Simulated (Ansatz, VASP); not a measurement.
## Two plane-wave programs on Al

The input INCAR:

```
SYSTEM = Al
ALGO = Fast
EDIFF = 1E-6
ENCUT = 520
GGA = PE
ISIF = 2
ISMEAR = 0
IVDW = 12
LASPH = .TRUE.
LCHARG = .FALSE.
LREAL = .FALSE.
LWAVE = .FALSE.
NBANDS = 8
NELM = 80
PREC = Accurate
SIGMA = 0.15
```

File KPOINTS:

```
k-points
0
G
  26 26 26
  0 0 0
```

POSCAR

```
Al
1.0
    0.0248920354      1.9913628292      1.9913628292
    1.9913628292      0.0248920354      1.9913628292
    2.0162548646      2.0162548646      0.0000000000
Al
1
Direct
    0.0000000000      0.0000000000      0.0000000000
```

Input for Ansatz:

```yaml
crystal:
  lattice:
    - [0.0248920354, 1.9913628292, 1.9913628292]
    - [1.9913628292, 0.0248920354, 1.9913628292]
    - [2.0162548646, 2.0162548646, 0.0]
  atoms:
    - { symbol: Al, position: [0.0, 0.0, 0.0] }
basis:
  ecutwfc: 420
kpoints:
  mp_grid: { grid: [26, 26, 26] }
hamiltonian:
  xc: pbe
  dispersion: d3bj
scf:
  occupations: { method: gaussian, width: 0.15 }
output:
  forces: true
  stress: true
  eigenvalues: true
```

Change from the starting cell: strain +0.0250 x Voigt [0, 0, 0, 0, 0, 1], atoms carried along.

Alike in both runs: task single point; functional PBE; dispersion D3(BJ); k mesh 26 × 26 × 26; occupations gaussian, width 0.15 eV; no spin polarisation.

|  | VASP | Ansatz |
| --- | --- | --- |
| version | VASP 6.6.1 | Ansatz 0.2.0 |
| potentials or method | VASP PAW PBE potentials, release 64 (Al), cutoff 520 eV | scalar-relativistic, plane waves, PAW |
| valence electrons in the cell | 3 | 3 |

VASP gave:

| Property | Result |
| --- | --- |
| gap on the k mesh at the Fermi level (eV) | none |
| pressure (GPa) | 0.0 |
| traceless stress, the component that is largest in VASP (GPa) | -1.23 |

Question: Estimate Ansatz's values.

Answer: gap on the k mesh at the Fermi level (eV): none; pressure (GPa): 0.1; traceless stress, the component that is largest in VASP (GPa): -1.22.

A gap of «none» marks a metal or a gap that the smearing closes.
